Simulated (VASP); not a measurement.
# Zn7O8 (a cell with a defect) in VASP: a series of runs

Zn7O8 (a cell with a defect) is run at these levels: PBE; tasks: relaxation of the atoms, single point.

Program: VASP 6.6.1. These are calculated values, not measurements. Logs are shortened: lines on timing, memory, paths and dates and some standing lists are left out, and cuts for length are marked.

## 1. The cell of the first run

The cell holds a defect, 15 atoms: a = 5.293 Å, b = 6.559 Å, c = 6.559 Å, α = 120.00°, β = 90.00°, γ = 90.00°.

## 2. Relaxation of the atoms, PBE (atoms taken out)

INCAR reads:

```
SYSTEM = Zn7O8
ALGO = Normal ; EDIFF = 1E-7
EDIFFG = -0.025 ; ENCUT = 520
GGA = PE ; GGA_COMPAT = .False.
IBRION = 2 ; ISIF = 2
ISMEAR = 0 ; LASPH = .True.
LCHARG = .False. ; LREAL = .False.
LWAVE = .False. ; NELM = 120
NELMIN = 4 ; NSW = 65
PREC = Accurate ; SIGMA = 0.01
```

KPOINTS reads:

```
k-points
0
Gamma
  3 3 3
  0 0 0
```

POSCAR reads:

```
Zn7O8
1.0
    0.0000000000      0.0000000000     -5.2932739833
    3.2794860218     -5.6802364126      0.0000000000
   -6.5589720437      0.0000000000      0.0000000000
Zn O
7 8
Direct
    0.4999157211      0.6655416262      0.3339897489
    0.4999266289      0.1632532154      0.8317176116
    0.4999340510      0.6655317869      0.8317270483
   -0.0011078789      0.3299055756      0.1674069522
   -0.0010819059      0.8345662598      0.1673960752
   -0.0011310871      0.3298962427      0.6627016571
    0.0024122093      0.8314845419      0.6658543975
    0.6319259092      0.3478788073      0.1493755419
    0.6319559546      0.7984920728      0.1493356085
    0.6319096848      0.3478687001      0.6986959752
    0.6212653606      0.8314408320      0.6658091011
    0.0847103041      0.1647859114      0.3324984390
    0.1237432005      0.6652250496      0.3333772750
    0.1237485946      0.1639550239      0.8320801706
    0.1237512925      0.6652250512      0.8320742206
```

Potentials or basis: VASP PAW PBE potentials, release 64 (Zn, O).

Started as:

```sh
> cat potpaw_PBE.64/Zn/POTCAR potpaw_PBE.64/O/POTCAR > POTCAR
> mpirun -np 1 vasp_std > vasp.out
```

OUTCAR:

```text
SYSTEM = Zn7O8
   EDIFF = 1E-7
   EDIFFG = -0.025
   ENCUT = 520
   GGA = PE
   IBRION = 2
   ISIF = 2
   ISMEAR = 0
   LASPH = .True.
   LREAL = .False.
   NELM = 120
   NELMIN = 4
   NSW = 65
   PREC = Accurate

 ion  position               nearest neighbor table
   1  0.500  0.666  0.334-   9 1.94   8 1.94  13 1.99  11 1.99
   2  0.500  0.163  0.832-  10 1.94   8 1.94  11 1.99  14 1.99
   3  0.500  0.666  0.832-   9 1.94  10 1.94  15 1.99  11 1.99
   4  0.999  0.330  0.167-  12 1.93   8 1.95  13 2.02  14 2.02
   5  0.999  0.835  0.167-  12 1.93   9 1.95  13 2.02  15 2.02
   6  0.999  0.330  0.663-  12 1.93  10 1.95  14 2.02  15 2.02
   7  0.002  0.831  0.666-  14 1.99  13 1.99  15 1.99  11 2.02
   8  0.632  0.348  0.149-   2 1.94   1 1.94   4 1.95
   9  0.632  0.798  0.149-   3 1.94   1 1.94   5 1.95
  10  0.632  0.348  0.699-   2 1.94   3 1.94   6 1.95
  11  0.621  0.831  0.666-   2 1.99   1 1.99   3 1.99   7 2.02
  12  0.085  0.165  0.332-   6 1.93   4 1.93   5 1.93
  13  0.124  0.665  0.333-   1 1.99   7 1.99   5 2.02   4 2.02
  14  0.124  0.164  0.832-   2 1.99   7 1.99   4 2.02   6 2.02
  15  0.124  0.665  0.832-   3 1.99   7 1.99   5 2.02   6 2.02

  LATTYP: Found a hexagonal cell.
 ALAT       =     6.5589720437
 C/A-ratio  =     0.8070279837

  Lattice vectors:

 A1 = (   3.2794860218,  -5.6802364126,   0.0000000000)
 A2 = (  -6.5589720437,   0.0000000000,   0.0000000000)
 A3 = (   0.0000000000,   0.0000000000,  -5.2932739833)

Analysis of symmetry for initial positions (statically):
=====================================================================
 Subroutine PRICEL returns:
 Original cell was already a primitive cell.

 Routine SETGRP: Setting up the symmetry group for a
 hexagonal supercell.

 Subroutine GETGRP returns: Found  1 space group operations
 (whereof  1 operations were pure point group operations)
 out of a pool of 24 trial point group operations.

The static configuration has the point symmetry C_1 .

Analysis of symmetry for dynamics (positions and initial velocities):
=====================================================================
 Subroutine PRICEL returns:
 Original cell was already a primitive cell.

 Routine SETGRP: Setting up the symmetry group for a
 hexagonal supercell.

 Subroutine GETGRP returns: Found  1 space group operations
 (whereof  1 operations were pure point group operations)
 out of a pool of 24 trial point group operations.

The dynamic configuration has the point symmetry C_1 .

 Subroutine INISYM returns: Found  1 space group operations
 (whereof  1 operations are pure point group operations),
 and found     1 'primitive' translations

----------------------------------------------------------------------------------------

                                     Primitive cell

  volume of cell :     197.2089

  direct lattice vectors                    reciprocal lattice vectors
     0.000000000  0.000000000 -5.293273983     0.000000000  0.000000000 -0.188918995
     3.279486022 -5.680236413  0.000000000     0.000000000 -0.176049011  0.000000000
    -6.558972044  0.000000000  0.000000000    -0.152462915 -0.088024505  0.000000000

  length of vectors
     5.293273983  6.558972044  6.558972044     0.188918995  0.176049011  0.176049011

  position of ions in fractional coordinates (direct lattice)
     0.499915721  0.665541626  0.333989749
     0.499926629  0.163253215  0.831717612
     0.499934051  0.665531787  0.831727048
     0.998892121  0.329905576  0.167406952
     0.998918094  0.834566260  0.167396075
     0.998868913  0.329896243  0.662701657
     0.002412209  0.831484542  0.665854397
     0.631925909  0.347878807  0.149375542
     0.631955955  0.798492073  0.149335609
     0.631909685  0.347868700  0.698695975
     0.621265361  0.831440832  0.665809101
     0.084710304  0.164785911  0.332498439
     0.123743201  0.665225050  0.333377275
     0.123748595  0.163955024  0.832080171
     0.123751293  0.665225051  0.832074221

  ion indices of the primitive-cell ions
   primitive index   ion index
                 1           1
                 2           2
                 3           3
                 4           4
                 5           5
                 6           6
                 7           7
                 8           8
                 9           9
                10          10
                11          11
                12          12
                13          13
                14          14
                15          15

----------------------------------------------------------------------------------------

 KPOINTS: k-points

Automatic generation of k-mesh.
 Grid dimensions read from file:
 generate k-points for:    3    3    3

 Generating k-lattice:

  Cartesian coordinates                     Fractional coordinates (reciprocal lattice)
     0.000000000  0.000000000 -0.062972998     0.333333333  0.000000000  0.000000000
     0.000000000 -0.058683004  0.000000000     0.000000000  0.333333333  0.000000000
    -0.050820972 -0.029341502  0.000000000     0.000000000  0.000000000  0.333333333

  Length of vectors
     0.062972998  0.058683004  0.058683004

  Shift w.r.t. Gamma in fractional coordinates (k-lattice)
     0.000000000  0.000000000  0.000000000

 Subroutine IBZKPT returns following result:
 ===========================================

 Found     14 irreducible k-points:

 Following reciprocal coordinates:
            Coordinates               Weight
  0.000000  0.000000  0.000000      1.000000
  0.333333  0.000000  0.000000      2.000000
  0.000000  0.333333  0.000000      2.000000
  0.000000  0.000000  0.333333      2.000000
  0.000000 -0.333333  0.333333      2.000000
  0.333333  0.333333  0.000000      2.000000
  0.333333  0.000000  0.333333      2.000000
  0.333333 -0.333333  0.333333      2.000000
  0.333333 -0.333333  0.000000      2.000000
  0.333333 -0.000000 -0.333333      2.000000
  0.333333  0.333333 -0.333333      2.000000
  0.000000  0.333333  0.333333      2.000000
  0.333333  0.333333  0.333333      2.000000
  0.333333 -0.333333 -0.333333      2.000000
   k-points           NKPTS =     14   k-points in BZ     NKDIM =     14   number of bands    NBANDS=     79
   number of dos      NEDOS =    301   number of ions     NIONS =     15
   total plane-waves  NPLWV = 100000
   dimension x,y,z NGX =    40 NGY =   50 NGZ =   50
   dimension x,y,z NGXF=    80 NGYF=  100 NGZF=  100
   ions per type =               7   8
   NGX,Y,Z   is equivalent  to a cutoff of  12.56, 12.67, 12.67 a.u.
   NGXF,Y,Z  is equivalent  to a cutoff of  25.13, 25.35, 25.35 a.u.
 SYSTEM =  Zn7O8
   PREC   = accura    normal or accurate (medium, high low for compatibility)
   ISTART =      0    job   : 0-new  1-cont  2-samecut
   ICHARG =      2    charge: 1-file 2-atom 10-const
   ISPIN  =      1    spin polarized calculation?
   LNONCOLLINEAR =      F non collinear calculations
   LSORBIT =      F    spin-orbit coupling
   LASPH  =      T    aspherical Exc in radial PAW
   ENCUT  =  520.0 eV  38.22 Ry    6.18 a.u.   9.84 12.20 12.20*2*pi/ulx,y,z
   NELM   =    120;   NELMIN=  4; NELMDL= -5     # of ELM steps
   EDIFF  = 0.1E-06   stopping-criterion for ELM
   LREAL  =      F    real-space projection
   EDIFFG = -.3E-01   stopping-criterion for IOM
   NSW    =     65    number of steps for IOM
   IBRION =      2    ionic relax: 0-MD 1-quasi-New 2-CG
   NFREE  =      1    steps in history (QN), initial steepest desc. (CG)
   ISIF   =      2    stress and relaxation
   ISYM   =      2    0-nonsym 1-usesym 2-fastsym
   POTIM  = 0.5000    time-step for ionic-motion
   TEBEG  =    0.0;   TEEND  =   0.0 temperature during run
   PSTRESS=    0.0 pullay stress
   NELECT =     132.0000    total number of electrons
   NUPDOWN=      -1.0000    fix difference up-down
   EMIN   =  10.00;   EMAX   =-10.00  energy-range for DOS
   EFERMI =   0.00;   METHOD = LEGACY
   ISMEAR =     0;   SIGMA  =   0.01  broadening in eV -4-tet -1-fermi 0-gaus
   EFERMI_NEDOS =   21; number of points for ismear=-14 and -15
   IALGO  =     38    algorithm
   IMIX   =      4    mixing-type and parameters
     AMIX     =   0.40;   BMIX     =  1.00
     AMIX_MAG =   1.60;   BMIX_MAG =  1.00
  volume/ion in A,a.u.               =      13.15        88.72
  Fermi-wavevector in a.u.,A,eV,Ry     =   1.432047  2.706177 27.902267  2.050759
  Thomas-Fermi vector in A             =   2.551717
   LORBIT       =      0    0 simple, 1 ext, 2 COOP (PROOUT), +10 PAW based schemes
   GGA     = PE    functional components
   LHFCALC =     F    Hartree Fock is set to
   AEXX    =    0.0000 exact exchange contribution
   IVDW    =     0    specifies the selected vdW correction
   LEPSILON=     F    determine dielectric tensor
   LRPA    =     F    only Hartree local field effects (RPA)
 conjugate gradient relaxation of ions
 non-spin polarized calculation
 Gauss-broadening in eV      SIGMA  =   0.01
  energy-cutoff  :      520.00
  volume of cell :      197.21
 maximum number of plane-waves:      5328
 NGX is ok and might be reduce to    40
   NGX = 19   NGY = 25   NGZ = 25

--------------------------------------- Ionic step        1  -------------------------------------------

 number of electron     132.0000057 magnetization

 Free energy of the ion-electron system (eV)
  ---------------------------------------------------
  ext. energy  EPLUGINS =         0.00000000
  ---------------------------------------------------
  free energy    TOTEN  =       -64.94305389 eV

  energy without entropy =      -64.94123602  energy(sigma->0) =      -64.94214496

------------------------ aborting loop because EDIFF is reached ----------------------------------------

  FORCE on cell =-STRESS in cart. coord.  units (eV):
  Direction    XX          YY          ZZ          XY          YZ          ZX
  --------------------------------------------------------------------------------------
  -------------------------------------------------------------------------------------
  Total       -0.1204988     -0.1245216      0.8157852     -0.0001803     -0.0002860     -0.0008936
  in kB       -0.9789640     -1.0116464      6.6276544     -0.0014651     -0.0023235     -0.0072598
  external PRESSURE =       1.5456813 kB  Pullay stress =       0.0000000 kB
[... 377 lines left out ...]
  energy  without entropy=      -64.9666096997  energy(sigma->0) =      -64.96750986

--------------------------------------- Ionic step        9  -------------------------------------------

 number of electron     132.0000006 magnetization

 Free energy of the ion-electron system (eV)
  ---------------------------------------------------
  ext. energy  EPLUGINS =         0.00000000
  ---------------------------------------------------
  free energy    TOTEN  =       -64.96865283 eV

  energy without entropy =      -64.96685335  energy(sigma->0) =      -64.96775309

 E-fermi :  -0.0508     XC(G=0): -10.1850

 val. band max:       -0.0519306328   @ k =   0.3333  -0.3333   0.0000
 cond. band min:      -0.0418413565   @ k =   0.3333  -0.3333   0.3333
 fundamental gap:      0.0100892763
 Fermi energy:        -0.0507961476

 k-point     1 :       0.0000    0.0000    0.0000
  band No.  band energies     occupation
      1     -17.6255      2.00000
      2     -17.0939      2.00000
      3     -17.0341      2.00000
      4     -17.0338      2.00000
      5     -16.8297      2.00000
      6     -16.6234      2.00000
[... 1123 lines left out ...]
     77       8.7641      0.00000
     78       9.2117      0.00000
 [bands above 78 left out]

------------------------ aborting loop because EDIFF is reached ----------------------------------------

  FORCE on cell =-STRESS in cart. coord.  units (eV):
  Direction    XX          YY          ZZ          XY          YZ          ZX
  --------------------------------------------------------------------------------------
  -------------------------------------------------------------------------------------
  Total       -0.9057596     -0.9106709      0.0938579      0.0006136      0.0002016     -0.0001061
  in kB       -7.3586300     -7.3985308      0.7625259      0.0049853      0.0016380     -0.0008619
  external PRESSURE =      -4.6648783 kB  Pullay stress =       0.0000000 kB
[... 30 lines left out ...]
  FREE ENERGIE OF THE ION-ELECTRON SYSTEM (eV)
  ---------------------------------------------------
  free  energy   TOTEN  =       -64.9686528296 eV

  energy  without entropy=      -64.9668533481  energy(sigma->0) =      -64.96775309

 reached required accuracy - stopping structural energy minimisation
```

It took 18 min on 1 thread of Intel Xeon 6975P-C (Granite Rapids), shared host; peak memory 0.39 GiB.

What came out:

- Free energy: -64.9687 eV
- Energy gained by relaxing: 1.7 meV/atom
- Ionic steps: 9
- Pressure after relaxing: -0.5 GPa
- Largest force after relaxing: 0.023 eV/Å
- Band gap on the k mesh: zero (bands 66 and 67 overlap by 0.31 eV)

Forces in eV/Å, atoms in the order of the input:
```
Zn   0.001  0.000  0.008
Zn   0.000 -0.001  0.008
Zn   0.000  0.000  0.008
Zn  -0.007  0.004  0.003
Zn   0.000 -0.007  0.003
Zn   0.007  0.004  0.004
Zn   0.000  0.000  0.004
O    0.008 -0.005 -0.003
O    0.000  0.009 -0.003
O   -0.008 -0.005 -0.003
O    0.000  0.000  0.004
O    0.000  0.001 -0.023
O    0.005  0.003 -0.003
O    0.000 -0.006 -0.003
O   -0.005  0.003 -0.003
```

Step by step:
```
step  energy change (eV)  largest force (eV/Å)  pressure (GPa)
   1              0.0000                0.2409            0.15
   2             -0.0135                0.1398            0.11
   3             -0.0175                0.1371            0.08
   4             -0.0219                0.0975           -0.08
   5             -0.0243                0.0773           -0.35
   6             -0.0243                0.0786           -0.34
   7             -0.0253                0.0447           -0.41
   8             -0.0254                0.0324           -0.46
   9             -0.0256                0.0232           -0.47
```

Final structure:
```yaml
crystal:
  lattice:
    - [0.00000, 0.00000, -5.29327]
    - [3.27949, -5.68024, 0.00000]
    - [-6.55897, 0.00000, 0.00000]
  atoms:
    - { symbol: Zn, position: [0.50223, 0.66373, 0.33035] }
    - { symbol: Zn, position: [0.50224, 0.16693, 0.83357] }
    - { symbol: Zn, position: [0.50222, 0.66373, 0.83357] }
    - { symbol: Zn, position: [0.99634, 0.32834, 0.16891] }
    - { symbol: Zn, position: [0.99636, 0.83758, 0.16890] }
    - { symbol: Zn, position: [0.99634, 0.32834, 0.65964] }
    - { symbol: Zn, position: [0.00238, 0.83147, 0.66584] }
    - { symbol: O, position: [0.63050, 0.34438, 0.15291] }
    - { symbol: O, position: [0.63052, 0.80560, 0.15290] }
    - { symbol: O, position: [0.63050, 0.34437, 0.69165] }
    - { symbol: O, position: [0.62026, 0.83146, 0.66583] }
    - { symbol: O, position: [0.09215, 0.16476, 0.33249] }
    - { symbol: O, position: [0.12328, 0.66475, 0.33244] }
    - { symbol: O, position: [0.12328, 0.16486, 0.83253] }
    - { symbol: O, position: [0.12327, 0.66475, 0.83252] }
```

Caveat: the k points lie up to 0.40 Å⁻¹ apart; the cell differs from its parent crystal (atoms taken out).

## 3. Single point, PBE, collinear spin (atoms taken out, then relaxed in part)

INCAR reads:

```
SYSTEM = Zn7O8
PREC = Accurate ; ENCUT = 520
EDIFF = 1E-6 ; ISMEAR = 0
SIGMA = 0.01 ; LREAL = .False.
LASPH = .True. ; NELM = 200
ALGO = Normal ; ISIF = 2
LWAVE = .False. ; LCHARG = .True.
ISPIN = 2 ; MAGMOM = 0 0 0 0 0 0 0 0.5 0.5 0.5 0 0.5 0 0 0
LORBIT = 11 ; GGA = PE
LELF = .True. ; LVHAR = .True.
NBANDS = 83 ; GGA_COMPAT = .False.
```

KPOINTS reads:

```
regular mesh
0
Gamma
  3 3 3
  0 0 0
```

POSCAR is that of step 2.

Potentials or basis: VASP PAW PBE potentials, release 64 (Zn, O).

Started as:

```sh
> cat potpaw_PBE.64/Zn/POTCAR potpaw_PBE.64/O/POTCAR > POTCAR
> mpirun -np 1 vasp_std > vasp.out
```

Run time: 17 min. Hardware: 1 thread of AMD EPYC 9R45 (Zen 5), shared host; peak memory 0.54 GiB.

The run converged. Its results:

```yaml
Free_energy: -65.1159 eV
Pressure: 0.9 GPa
Largest_force: 0.055 eV/Å
Net_moment: -1.93 μB per cell
Site_moments: Zn -0.04, -0.03, -0.01 (each value once); O -0.36, -0.04, -0.27, -0.03 (each value once) μB
Valence_electrons_inside_the_program's_atomic_spheres: Zn 10.83, 10.81, 10.79 (each value once); O 4.93, 4.99, 4.94 (each value once)
```

Forces in eV/Å, atoms in the order of the input:
```
Zn  -0.026 -0.014  0.023
Zn  -0.001  0.028  0.023
Zn   0.026 -0.014  0.024
Zn   0.021 -0.011 -0.027
Zn   0.000  0.023 -0.027
Zn  -0.021 -0.011 -0.028
Zn   0.000  0.000  0.005
O   -0.045  0.026  0.015
O    0.000 -0.054  0.014
O    0.046  0.026  0.014
O    0.000  0.000 -0.008
O    0.000  0.000 -0.048
O    0.008  0.005  0.006
O    0.000 -0.009  0.007
O   -0.008  0.005  0.006
```

Stress tensor (GPa, compression positive):
```
0.76 0.00 0.00
0.00 0.75 0.00
0.00 0.00 1.20
```

Levels at points of the mesh, in eV from the Fermi level:
Spin up:
```
           k point  band 63  band 64  band 65  band 66  band 67  band 68
(0.00, 0.00, 0.00)    -0.22    -0.22     0.24     0.40     0.40     1.57
```
Spin down:
```csv
k point,band 63,band 64,band 65,band 66,band 67,band 68,band 69,band 70,band 71,band 72
"(0.00, 0.00, 0.00)",-0.77,-0.56,-0.03,0.00,0.00,1.51,5.70,6.19,6.19,6.81
```

Caveat: the k points lie up to 0.40 Å⁻¹ apart; the cell differs from its parent crystal (atoms taken out, then relaxed in part); a moment this small can come from the mesh or the smearing.

The gap in the log of VASP goes by the Fermi energy; the results here count the filled bands.